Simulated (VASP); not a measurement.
**Hg: single point with LDA**

Crystal: Hg.

```
Hg
1.0
     3.07975    0.00000    0.00000
    -1.53987    2.66714    0.00000
     0.00000    0.00000   10.36651
Hg
4
Direct
  0.00000 0.00000 0.00000
  0.00000 0.00000 0.50000
  0.33333 0.66667 0.25000
  0.66667 0.33333 0.75000
```

This cell differs from its parent crystal: volume scaled by 0.96.

```
Program             : VASP 6.6.1
Task                : single point
Functional          : LDA
Potentials or basis : VASP PAW LDA potentials, release 64 (Hg)
Cutoff              : 520 eV
k mesh              : 13 × 13 × 4
Occupations         : fermi-dirac, width 0.1 eV
Spin                : no spin polarisation
```

```json
{
  "Pressure": "2.9 GPa",
  "Band gap on the k mesh": "zero (band 24 reaches 3.73 eV, above the bottom of band 25 at 1.69 eV)"
}
```

Stress tensor (GPa, compression positive):
```
3.04 0.00 0.00
0.00 3.04 0.00
0.00 0.00 2.59
```

Levels at points of the mesh, in eV from the Fermi level:
```csv
k point,band 21,band 22,band 23,band 24,band 25,band 26,band 27,band 28
"(0.00, 0.00, 0.00)",-6.28,-5.97,-5.97,-2.28,-1.72,6.47,6.48,13.35
"(0.00, 0.00, 0.50)",-6.09,-6.09,-5.14,-5.14,1.94,1.94,11.19,11.19
```

It took 86 s on 1 thread of Intel Xeon 6975P-C (shared host), peak memory 0.25 GiB.

Caveat: spin-orbit coupling is left out, which moves the levels of the heavy elements.
